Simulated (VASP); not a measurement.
# Be18S in VASP: further runs, part 2 of 2

VASP 6.6.1.

### Step 3. Single point, r2SCAN+D3(BJ)

Contents of POSCAR:

```
Be18S
1.0
    4.5800000000      0.0000000000      0.0000000000
    3.4350000000      5.9495950000      0.0000000000
    0.0000000000      0.0000000000     16.5884300000
Be S
18 1
Direct
    0.0000000000      0.0000000000      0.0602829804
    0.5000000000      0.0000000000      0.0602829804
    0.0000000420      0.3333332773      0.0602829804
    0.5000000420      0.3333332773      0.0602829804
   -0.0000000420      0.6666667227      0.0602829804
    0.4999999580      0.6666667227      0.0602829804
   -0.1663293303      0.2205471129      0.1721173734
    0.3282097600      0.2299776707      0.1740836233
   -0.1709287028      0.5573806284      0.1709634968
    0.3389727920      0.5562455932      0.1702125518
   -0.1680356127      0.8907418068      0.1655347130
    0.3389129522      0.8791774902      0.1709262420
    0.0034695239     -0.0062036155      0.2771224281
    0.5066274665     -0.0032948461      0.2776059579
    0.0048431178      0.3298906900      0.2845367524
    0.5016710116      0.3310168171      0.2846682296
   -0.0075621580      0.6784680302      0.2727262315
    0.4970197990      0.6736487105      0.2876110639
    0.6721176404      0.4382955478      0.3782533971
```

Contents of INCAR.step1:

```
SYSTEM = Be18S
ALGO     = Normal         ! electronic algorithm
EDIFF    = 1E-4           ! SCF threshold, eV
ENCUT    = 520            ! plane-wave cutoff, eV
GGA      = PE             ! functional
ISMEAR   = 0              ! smearing method
LASPH    = .True.         ! aspherical terms in the spheres
LCHARG   = .False.        ! write CHGCAR
LREAL    = Auto         
LWAVE    = .True.         ! write WAVECAR
NBANDS   = 36             ! bands
NELM     = 80             ! most SCF steps
PREC     = Accurate       ! precision mode
SIGMA    = 0.05           ! smearing width, eV
```

Contents of INCAR.step2:

```
SYSTEM = Be18S
ALGO     = Normal         ! electronic algorithm
EDIFF    = 1E-7           ! SCF threshold, eV
ENCUT    = 520            ! plane-wave cutoff, eV
ISIF     = 2              ! what is computed and relaxed
ISMEAR   = 0              ! smearing method
ISTART   = 1            
IVDW     = 12             ! dispersion correction
LASPH    = .True.         ! aspherical terms in the spheres
LCHARG   = .False.        ! write CHGCAR
LMIXTAU  = .True.       
LREAL    = Auto         
LWAVE    = .False.        ! write WAVECAR
METAGGA  = R2SCAN         ! meta-GGA
NBANDS   = 36             ! bands
NELM     = 80             ! most SCF steps
PREC     = Accurate       ! precision mode
SIGMA    = 0.05           ! smearing width, eV
VDW_A1   = 0.49484001   
VDW_A2   = 5.73083694   
VDW_S6   = 1.0          
VDW_S8   = 0.78981345
```

Contents of KPOINTS:

```
k-points
0
Gamma
  5 4 1
  0 0 0
```

Potentials or basis: VASP PAW PBE potentials, release 64 (Be, S).

On the command line:

```bash
> cat potpaw_PBE.64/Be/POTCAR potpaw_PBE.64/S/POTCAR > POTCAR
> cp INCAR.step1 INCAR
> mpirun -np 1 vasp_std > vasp.out
> cp INCAR.step2 INCAR
> mpirun -np 1 vasp_std > vasp.out
```

OUTCAR:

```text
SYSTEM = Be18S
   EDIFF = 1E-7
   ENCUT = 520
   ISIF = 2
   ISMEAR = 0
   ISTART = 1
   IVDW = 12
   LASPH = .True.
   LREAL = Auto
   METAGGA = R2SCAN
   NELM = 80
   PREC = Accurate
 IVDW          = 12

 ion  position               nearest neighbor table
   1  0.000  0.000  0.060-  11 2.19   7 2.27  12 2.28   5 2.29   3 2.29   6 2.29   4 2.29   2 2.29
                             2 2.29
   2  0.500  0.000  0.060-  11 2.19  12 2.28   4 2.29   6 2.29   5 2.29   3 2.29   1 2.29   1 2.29
                             8 2.33
[... 655 lines left out ...]
  Total     -12.81654   -11.72426     0.15941    -0.10909    -0.02176    -0.10964
  in kB     -45.42795   -41.55638     0.56503    -0.38666    -0.07711    -0.38863
  external pressure =      -28.81 kB  Pullay stress =        0.00 kB

 VOLUME and BASIS-vectors are now :
 -----------------------------------------------------------------------------
  energy-cutoff  :      520.00
  volume of cell :      452.02
      direct lattice vectors                 reciprocal lattice vectors
     4.580000000  0.000000000  0.000000000     0.218340611 -0.126059001  0.000000000
     3.435000000  5.949595000  0.000000000     0.000000000  0.168078668  0.000000000
     0.000000000  0.000000000 16.588430000     0.000000000  0.000000000  0.060282980

 POSITION                                       TOTAL-FORCE (eV/Angst)
 -----------------------------------------------------------------------------------
      0.00000      0.00000      1.00000         0.227703      0.250141      0.003177
      2.29000      0.00000      1.00000        -0.229018      0.270261     -0.199691
      1.14500      1.98320      1.00000         0.048471     -0.062230     -0.153001
      3.43500      1.98320      1.00000        -0.067131     -0.166219      0.090105
      6.87000      3.96640      1.00000        -0.064584     -0.292685      0.111650
      4.58000      3.96640      1.00000         0.103342      0.000380      0.109671
[... 11 lines left out ...]
      4.59033      4.00794      4.77102         0.005521      0.009125     -0.012861
      4.58384      2.60768      6.27463        -0.019956     -0.007312      0.047930
 -----------------------------------------------------------------------------------
    total drift:                               -0.000177     -0.000005     -0.003618

  FREE ENERGIE OF THE ION-ELECTRON SYSTEM (eV)
  ---------------------------------------------------
  free  energy   TOTEN  =       -83.2760285591 eV

  energy  without entropy=      -83.2656813699  energy(sigma->0) =      -83.27085496
```

It took 52 min on 1 thread of Intel Xeon 8259CL, shared host; peak memory 0.64 GiB.

What came out:

```
Free energy                : -83.2760 eV
Largest force              : 0.407 eV/Å
Band gap on the k mesh     : zero (bands 21 and 22 overlap by 0.56 eV)
Dispersion energy per atom : -0.097 eV
```

Forces in eV/Å, atoms in the order of the input:
```
Be   0.228  0.250  0.003
Be  -0.229  0.270 -0.200
Be   0.048 -0.062 -0.153
Be  -0.067 -0.166  0.090
Be  -0.065 -0.293  0.112
Be   0.103  0.000  0.110
Be   0.000 -0.003 -0.006
Be  -0.003  0.005  0.000
Be   0.003  0.000  0.001
Be  -0.001 -0.003 -0.003
Be   0.007  0.004 -0.001
Be  -0.002  0.004  0.001
Be   0.002  0.004  0.006
Be   0.000 -0.002  0.008
Be   0.001  0.004 -0.005
Be  -0.015 -0.008 -0.005
Be   0.003 -0.007  0.007
Be   0.006  0.009 -0.013
S   -0.020 -0.007  0.048
```

Caveat: there is no dipole correction, which matters where the two faces differ; the PAW data sets were made with another functional, which shifts forces and pressure a little.
